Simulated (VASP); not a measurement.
# SrO in VASP: further runs, part 2 of 3

VASP 6.6.1. The steps go on from the part before.

## Step 4: Electric field gradients, PBE (zz strain of -3 %)

The input, INCAR:

```
PREC = Accurate
ENCUT = 520
EDIFF = 1E-8
ISMEAR = -1
SIGMA = 0.02
LREAL = F
LASPH = T
NELM = 80
ALGO = Normal
ISIF = 2
LWAVE = F
LCHARG = F
GGA = PE
LEFG = T
NBANDS = 15
```

The input, KPOINTS:

```
regular mesh
0
Gamma
  8 8 8
```

The input, POSCAR:

```
SrO
1.0
    0.0000000000      2.5698000000      2.4927060000
    2.5698000000      0.0000000000      2.4927060000
    2.5698000000      2.5698000000      0.0000000000
Sr O
1 1
Direct
    0.0000000000      0.0000000000      0.0000000000
    0.5000000000      0.5000000000      0.5000000000
```

Potentials or basis: VASP PAW PBE potentials, release 64 (Sr_sv, O).

On the command line:

```console
> cat potpaw_PBE.64/Sr_sv/POTCAR potpaw_PBE.64/O/POTCAR > POTCAR
> mpirun -np 1 vasp_std > vasp.out
```

OUTCAR:

```text
PREC = Accurate
   ENCUT = 520
   EDIFF = 1E-8
   ISMEAR = -1
   LREAL = F
   LASPH = T
   NELM = 80
   ISIF = 2
   GGA = PE

 ion  position               nearest neighbor table
   1  0.000  0.000  0.000-   2 2.49   2 2.49   2 2.57   2 2.57   2 2.57   2 2.57
   2  0.500  0.500  0.500-   1 2.49   1 2.49   1 2.57   1 2.57   1 2.57   1 2.57

  LATTYP: Found a body centered tetragonal cell.
 ALAT       =     3.6342460126
 C/A-ratio  =     1.3717871555

  Lattice vectors:

 A1 = (   0.0000000000,  -2.5698000000,  -2.4927060000)
 A2 = (   0.0000000000,   2.5698000000,  -2.4927060000)
 A3 = (   2.5698000000,   0.0000000000,   2.4927060000)

Analysis of symmetry for initial positions (statically):
=====================================================================
 Subroutine PRICEL returns:
 Original cell was already a primitive cell.

 Routine SETGRP: Setting up the symmetry group for a
 body centered tetragonal supercell.

 Subroutine GETGRP returns: Found 16 space group operations
 (whereof 16 operations were pure point group operations)
 out of a pool of 16 trial point group operations.

The static configuration has the point symmetry D_4h.

Analysis of symmetry for dynamics (positions and initial velocities):
=====================================================================
 Subroutine PRICEL returns:
 Original cell was already a primitive cell.

 Routine SETGRP: Setting up the symmetry group for a
 body centered tetragonal supercell.

 Subroutine GETGRP returns: Found 16 space group operations
 (whereof 16 operations were pure point group operations)
 out of a pool of 16 trial point group operations.

The dynamic configuration has the point symmetry D_4h.

 Subroutine INISYM returns: Found 16 space group operations
 (whereof 16 operations are pure point group operations),
 and found     1 'primitive' translations

----------------------------------------------------------------------------------------

                                     Primitive cell

  volume of cell :      32.9230

  direct lattice vectors                    reciprocal lattice vectors
     0.000000000  2.569800000  2.492706000    -0.194567671  0.194567671  0.200585227
     2.569800000  0.000000000  2.492706000     0.194567671 -0.194567671  0.200585227
     2.569800000  2.569800000  0.000000000     0.194567671  0.194567671 -0.200585227

  length of vectors
     3.580147377  3.580147377  3.634246013     0.340510779  0.340510779  0.340510779

  position of ions in fractional coordinates (direct lattice)
     0.000000000  0.000000000  0.000000000
     0.500000000  0.500000000  0.500000000

  ion indices of the primitive-cell ions
   primitive index   ion index
                 1           1
                 2           2

----------------------------------------------------------------------------------------

 KPOINTS: regular mesh
[... 78 lines left out ...]
   PSTRESS=    0.0 pullay stress
   NELECT =      16.0000    total number of electrons
   NUPDOWN=      -1.0000    fix difference up-down
   EMIN   =  10.00;   EMAX   =-10.00  energy-range for DOS
   EFERMI =   0.00;   METHOD = LEGACY
   ISMEAR =    -1;   SIGMA  =   0.02  broadening in eV -4-tet -1-fermi 0-gaus
   EFERMI_NEDOS =   21; number of points for ismear=-14 and -15
   IALGO  =     38    algorithm
   IMIX   =      4    mixing-type and parameters
     AMIX     =   0.40;   BMIX     =  1.00
     AMIX_MAG =   1.60;   BMIX_MAG =  1.00
  volume/ion in A,a.u.               =      16.46       111.09
  Fermi-wavevector in a.u.,A,eV,Ry     =   1.287108  2.432281 22.540044  1.656647
  Thomas-Fermi vector in A             =   2.419142
   LORBIT       =      0    0 simple, 1 ext, 2 COOP (PROOUT), +10 PAW based schemes
   GGA     = PE    functional components
   LHFCALC =     F    Hartree Fock is set to
   AEXX    =    0.0000 exact exchange contribution
   IVDW    =     0    specifies the selected vdW correction
   LEPSILON=     F    determine dielectric tensor
   LRPA    =     F    only Hartree local field effects (RPA)
 non-spin polarized calculation
  energy-cutoff  :      520.00
  volume of cell :       32.92
 maximum number of plane-waves:       909
   NGX = 13   NGY = 13   NGZ = 13

 number of electron      15.9999995 magnetization

 Free energy of the ion-electron system (eV)
  ---------------------------------------------------
  ext. energy  EPLUGINS =         0.00000000
  ---------------------------------------------------
  free energy    TOTEN  =       -11.99607952 eV

  energy without entropy =      -11.99607952  energy(sigma->0) =      -11.99607952

 E-fermi :   2.4006     XC(G=0): -10.1762

 val. band max:        1.9054812007   @ k =   0.0000   0.0000   0.0000
 cond. band min:       4.9861549096   @ k =   0.5000   0.5000   0.0000
 fundamental gap:      3.0806737089
 Fermi energy:         2.4006208159

 k-point     1 :       0.0000    0.0000    0.0000
  band No.  band energies     occupation
      1     -30.4591      2.00000
      2     -13.3154      2.00000
      3     -12.0674      2.00000
      4     -12.0674      2.00000
      5     -12.0537      2.00000
      6       1.7762      2.00000
      7       1.7762      2.00000
      8       1.9055      2.00000
      9       6.0078      0.00000
     10       8.0248      0.00000
     11       8.0248      0.00000
     12       8.2595      0.00000
     13      10.1272      0.00000
     14      10.5878      0.00000
[... 401 lines left out ...]
      2     -14.5121      2.00000
      3     -12.2216      2.00000
      4     -12.1900      2.00000
      5     -11.1974      2.00000
      6       0.1405      2.00000
      7       0.9285      2.00000
      8       1.1299      2.00000
      9       7.5292      0.00000
     10       9.1181      0.00000
     11      10.4442      0.00000
     12      10.6428      0.00000
     13      12.5642      0.00000
     14      12.9420      0.00000
     15      17.8582      0.00000

 [... further k-points ...]
[... 5 lines left out ...]
  --------------------------------------------------------------------------------------
  -------------------------------------------------------------------------------------
  Total        1.0646237      1.0646237      2.1820156      0.0000000     -0.0000000     -0.0000000
  in kB       51.8092153     51.8092153    106.1863586      0.0000000     -0.0000000     -0.0000000
  external PRESSURE =      69.9349297 kB  Pullay stress =       0.0000000 kB

 VOLUME and BASIS-vectors are now :
 -----------------------------------------------------------------------------
  energy-cutoff  :      520.00
  volume of cell :       32.92
      direct lattice vectors                 reciprocal lattice vectors
     0.000000000  2.569800000  2.492706000    -0.194567671  0.194567671  0.200585227
     2.569800000  0.000000000  2.492706000     0.194567671 -0.194567671  0.200585227
     2.569800000  2.569800000  0.000000000     0.194567671  0.194567671 -0.200585227

 POSITION                                       TOTAL-FORCE (eV/Angst)
 -----------------------------------------------------------------------------------
      0.00000      0.00000      0.00000        -0.000000      0.000000     -0.000000
      2.56980      2.56980      2.49271         0.000000     -0.000000      0.000000
 -----------------------------------------------------------------------------------
    total drift:                                0.000000      0.000000      0.000000

  FREE ENERGIE OF THE ION-ELECTRON SYSTEM (eV)
  ---------------------------------------------------
  free  energy   TOTEN  =       -11.9960795157 eV

  energy  without entropy=      -11.9960795157  energy(sigma->0) =      -11.99607952

 Electric field gradients (V/A^2)
---------------------------------------------------------------------
 ion       V_xx      V_yy      V_zz      V_xy      V_xz      V_yz
---------------------------------------------------------------------
   1      17.014    17.014   -34.028     0.000     0.000     0.000
   2       5.561     5.561   -11.122    -0.001    -0.002    -0.002
---------------------------------------------------------------------

 Electric field gradients after diagonalization (V/A^2)
 (convention: |V_zz| > |V_xx| > |V_yy|)
----------------------------------------------------------------------
 ion       V_xx      V_yy      V_zz     asymmetry (V_yy - V_xx)/ V_zz
----------------------------------------------------------------------
   1      17.014    17.014   -34.028       0.000
   2       5.562     5.560   -11.122       0.000
----------------------------------------------------------------------

           NMR quadrupolar parameters

 Cq : quadrupolar parameter    Cq=e*Q*V_zz/h
 eta: asymmetry parameters     (V_yy - V_xx)/ V_zz
 Q  : nuclear electric quadrupole moment in mb (millibarn)
----------------------------------------------------------------------
 ion       Cq(MHz)       eta       Q (mb)
----------------------------------------------------------------------
   1      -0.082       0.000       1.000
   2      -0.027       0.000       1.000
----------------------------------------------------------------------
```

Wall time 25 s (1 thread of Intel Xeon Platinum 8488C (Sapphire Rapids), shared host); peak memory 0.18 GiB.

Results:

```yaml
Free_energy: -11.9961 eV
Pressure: 7.0 GPa
Band_gap_on_the_k_mesh: 3.08 eV, indirect (least direct gap 3.25 eV)
```

Stress tensor (GPa, compression positive):
```
 5.18  0.00  0.00
 0.00  5.18  0.00
 0.00  0.00 10.62
```

Levels at points of the mesh, in eV from the valence-band top:
```
           k point  band 4  band 5  band 6  band 7  band 8  band 9  band 10  band 11  band 12  band 13
(0.00, 0.00, 0.00)  -13.97  -13.96   -0.13   -0.13    0.00    4.10     6.12     6.12     6.35     8.22
(0.50, 0.00, 0.00)  -14.03  -12.75   -2.32   -1.30   -1.29    6.60     8.62     8.93     8.98    11.98
(0.50, 0.50, 0.00)  -14.41  -14.41   -0.32   -0.20   -0.20    3.08     7.98    10.29    10.66    11.27
(0.50, 0.00, 0.50)  -14.38  -14.33   -0.53   -0.21   -0.05    3.20     7.94    10.33    10.54    11.07
```

Electric field gradients, principal values (V/Å²):
| atom | least | middle | greatest (by size) |
| --- | --- | --- | --- |
| 1 Sr | 17.014 | 17.014 | -34.028 |
| 2 O | 5.560 | 5.562 | -11.122 |

Caveat: the cell differs from its parent crystal (zz strain of -3 %); without QUAD_EFG the Cq values of the log hold for a quadrupole moment of 1 mb, not for the nuclei.

## Step 5: Electric field gradients, PBE (zz strain of -1 %)

The input, INCAR:

```
SYSTEM = SrO
ALGO = Normal ; EDIFF = 1E-8
ENCUT = 520 ; GGA = PE
ISIF = 2 ; ISMEAR = -1
LASPH = .TRUE. ; LCHARG = .FALSE.
LEFG = .TRUE. ; LREAL = .FALSE.
LWAVE = .FALSE. ; NBANDS = 15
NELM = 100 ; PREC = Accurate
SIGMA = 0.02
```

The input, KPOINTS:

```
k-points
0
G
  8 8 8
  0 0 0
```

The input, POSCAR:

```
SrO
1.0
    0.0000000000      2.5698000000      2.5441020000
    2.5698000000      0.0000000000      2.5441020000
    2.5698000000      2.5698000000      0.0000000000
Sr O
1 1
Direct
    0.0000000000      0.0000000000      0.0000000000
    0.5000000000      0.5000000000      0.5000000000
```

Potentials or basis: VASP PAW PBE potentials, release 64 (Sr_sv, O).

On the command line:

```console
> cat potpaw_PBE.64/Sr_sv/POTCAR potpaw_PBE.64/O/POTCAR > POTCAR
> mpirun -np 1 vasp_std > vasp.out
```

OUTCAR:

```text
SYSTEM = SrO
   EDIFF = 1E-8
   ENCUT = 520
   GGA = PE
   ISIF = 2
   ISMEAR = -1
   LASPH = .TRUE.
   LREAL = .FALSE.
   NELM = 100
   PREC = Accurate

 ion  position               nearest neighbor table
   1  0.000  0.000  0.000-   2 2.54   2 2.54   2 2.57   2 2.57   2 2.57   2 2.57
   2  0.500  0.500  0.500-   1 2.54   1 2.54   1 2.57   1 2.57   1 2.57   1 2.57

  LATTYP: Found a body centered tetragonal cell.
 ALAT       =     3.6342460126
 C/A-ratio  =     1.4000714267

  Lattice vectors:

[... 645 lines left out ...]
  ---------------------------------------------------
  free  energy   TOTEN  =       -12.0304856751 eV

  energy  without entropy=      -12.0304856751  energy(sigma->0) =      -12.03048568

 Electric field gradients (V/A^2)
---------------------------------------------------------------------
 ion       V_xx      V_yy      V_zz      V_xy      V_xz      V_yz
---------------------------------------------------------------------
   1       5.346     5.346   -10.692     0.000     0.000     0.000
   2       1.763     1.763    -3.525    -0.001    -0.001    -0.001
---------------------------------------------------------------------

 Electric field gradients after diagonalization (V/A^2)
 (convention: |V_zz| > |V_xx| > |V_yy|)
----------------------------------------------------------------------
 ion       V_xx      V_yy      V_zz     asymmetry (V_yy - V_xx)/ V_zz
----------------------------------------------------------------------
   1       5.346     5.346   -10.692       0.000
   2       1.763     1.762    -3.525       0.000
----------------------------------------------------------------------

           NMR quadrupolar parameters

 Cq : quadrupolar parameter    Cq=e*Q*V_zz/h
 eta: asymmetry parameters     (V_yy - V_xx)/ V_zz
 Q  : nuclear electric quadrupole moment in mb (millibarn)
----------------------------------------------------------------------
 ion       Cq(MHz)       eta       Q (mb)
----------------------------------------------------------------------
   1      -0.026       0.000       1.000
   2      -0.009       0.000       1.000
----------------------------------------------------------------------
```

OSZICAR:

```text
N       E                     dE             d eps       ncg     rms          rms(c)
DAV:   1     0.675329553227E+02    0.67533E+02   -0.85319E+03  1778   0.105E+03
DAV:   2    -0.112117425108E+02   -0.78745E+02   -0.71954E+02  2441   0.221E+02
DAV:   3    -0.141744640500E+02   -0.29627E+01   -0.29496E+01  2303   0.385E+01
DAV:   4    -0.142356684892E+02   -0.61204E-01   -0.61195E-01  2249   0.523E+00
DAV:   5    -0.142369790205E+02   -0.13105E-02   -0.13105E-02  2222   0.601E-01    0.168E+01
DAV:   6    -0.121743215097E+02    0.20627E+01   -0.66151E+00  1819   0.196E+01    0.198E+01
DAV:   7    -0.120391992336E+02    0.13512E+00   -0.28740E-01  2092   0.480E+00    0.115E+01
DAV:   8    -0.120283857748E+02    0.10813E-01   -0.11625E-01  2246   0.339E+00    0.476E-01
DAV:   9    -0.120298637284E+02   -0.14780E-02   -0.56218E-03  2246   0.476E-01    0.232E-01
DAV:  10    -0.120303310165E+02   -0.46729E-03   -0.44455E-04  1938   0.196E-01    0.816E-02
DAV:  11    -0.120304680092E+02   -0.13699E-03   -0.13283E-04  1882   0.853E-02    0.268E-02
DAV:  12    -0.120304858423E+02   -0.17833E-04   -0.27129E-05  1861   0.383E-02    0.206E-02
DAV:  13    -0.120304859441E+02   -0.10181E-06   -0.13309E-06  2001   0.101E-02    0.328E-03
DAV:  14    -0.120304856712E+02    0.27290E-06   -0.11370E-07  2379   0.253E-03    0.240E-03
DAV:  15    -0.120304856751E+02   -0.39454E-08   -0.67616E-09  1545   0.777E-04
   1 F= -.12030486E+02 E0= -.12030486E+02  d E =-.503568E-13
```

stdout:

```text
POSCAR found type information on POSCAR SrO
 POSCAR found :  2 types and       2 ions
 scaLAPACK will be used
 LDA part: xc-table for (Slater+PW92), standard interpolation
 POSCAR, INCAR and KPOINTS ok, starting setup
 FFT: planning ... GRIDC
 FFT: planning ... GRID_SOFT
 FFT: planning ... GRID
 WAVECAR not read
 entering main loop
ion   1

ion   2
```

It took 24 s on 1 thread of Intel Xeon Platinum 8488C (Sapphire Rapids), shared host; peak memory 0.17 GiB.

What came out:

```yaml
Free_energy: -12.0305 eV
Pressure: 4.6 GPa
Band_gap_on_the_k_mesh: 3.21 eV, indirect (least direct gap 3.32 eV)
```

Stress tensor (GPa, compression positive):
```
4.04 0.00 0.00
0.00 4.04 0.00
0.00 0.00 5.60
```

Levels at points of the mesh, in eV from the valence-band top:
```
           k point  band 6  band 7  band 8  band 9  band 10  band 11
(0.00, 0.00, 0.00)   -0.04   -0.04    0.00    4.04     6.19     6.19
(0.50, 0.00, 0.00)   -2.22   -1.19   -1.19    6.58     8.52     8.88
(0.50, 0.50, 0.00)   -0.40   -0.12   -0.12    3.21     7.87    10.22
(0.50, 0.00, 0.50)   -0.46   -0.12   -0.08    3.25     7.86    10.23
```

Electric field gradients, principal values (V/Å²):
```
atom  least  middle  greatest (by size)
1 Sr  5.346   5.346             -10.692
 2 O  1.762   1.763              -3.525
```

Caveat: the cell differs from its parent crystal (zz strain of -1 %); without QUAD_EFG the Cq values of the log hold for a quadrupole moment of 1 mb, not for the nuclei. A k mesh can miss the band edges.

(Continued in part 3 of 3.)
